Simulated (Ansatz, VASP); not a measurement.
**Se: VASP beside Ansatz**

```
Se
1.0
     4.76086    0.00000    0.00000
    -2.38043    4.12303    0.00000
     0.00000    0.00000    3.37769
Se
3
Direct
  0.00000 0.00000 0.00000
  0.33333 0.66667 0.50000
  0.66667 0.33333 0.50000
```

Alike in both runs: task single point; functional PBE; k mesh 9 × 9 × 11; occupations fermi-dirac, width 0.1 eV; no spin polarisation.

|  | VASP | Ansatz |
| --- | --- | --- |
| version | VASP 6.6.1 | Ansatz 0.2.0 |
| potentials or method | VASP PAW PBE potentials, release 64 (Se), cutoff 520 eV | plane waves (420 eV) with PAW, scalar-relativistic |
| valence electrons in the cell | 18 | 48 |

```tsv
	VASP	Ansatz	Ansatz less VASP
pressure (GPa)	-2.4	-2.4	0.00
traceless stress, the component that is largest in VASP (GPa)	1.04	1.03	-0.007
```

The functional is the same, so the differences come from potentials, cutoffs and numerics. VASP's potentials hold 18 valence electrons a cell and Ansatz's 48, so a difference there can come from the potentials and not from the codes.
